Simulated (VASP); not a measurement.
Write the native input for VASP 6.6.1 that does the following.

| Item | Value |
| --- | --- |
| Task | single point |
| Functional | PBEsol |
| Dispersion | D3(BJ) |
| Potentials or basis | VASP PAW PBE potentials, release 64 (Ga_d, Sb) |
| Cutoff | 520 eV |
| k mesh | 14 × 14 × 14 |
| Occupations | gaussian, width 0.15 eV |
| Spin | no spin polarisation |
| Dipole correction | no |
| Further INCAR settings | ALGO = Fast; EDIFF = 1e-06; NBANDS = 30 |

The structure of Ga3Sb lies in POSCAR:

```
Ga3Sb
1.0
   -2.1629807800      2.1629807800      3.8561621346
    2.1629807800     -2.1629807800      3.8561621346
    2.1629807800      2.1629807800     -3.8561621346
Ga Sb
3 1
Direct
    0.7500000000      0.2500000000      0.5000000000
    0.2500000000      0.7500000000      0.5000000000
    0.5000000000      0.5000000000      0.0000000000
    0.0000000000      0.0000000000      0.0000000000
```

One way to write it, as run:

INCAR

```
PREC = Accurate ; ENCUT = 520
EDIFF = 1E-6 ; ISMEAR = 0
SIGMA = 0.15 ; LREAL = False
LASPH = True ; NELM = 80
ALGO = Fast ; ISIF = 2
LWAVE = False ; LCHARG = False
GGA = PS ; IVDW = 12
NBANDS = 30
```

KPOINTS

```
regular mesh
0
Gamma
  14 14 14
```

Potentials or basis: VASP PAW PBE potentials, release 64 (Ga_d, Sb).

Launch:

```sh
$ cat potpaw_PBE.64/Ga_d/POTCAR potpaw_PBE.64/Sb/POTCAR > POTCAR
$ mpirun -np 1 vasp_std > vasp.out
```

It gave:

- Pressure: 6.6 GPa
- Band gap on the k mesh: zero (bands 22 and 23 overlap by 5.25 eV)
- Dispersion energy per atom: -0.408 eV

Caveat: the cell stands under pressure; the PAW data sets were made with another functional, which shifts forces and pressure a little; spin-orbit coupling is left out, which moves the levels of the heavy elements.

It took 9.5 min on 1 thread of Intel(R) Xeon(R) Platinum 8488C (Sapphire Rapids), with other jobs on the host, peak memory 0.57 GiB.
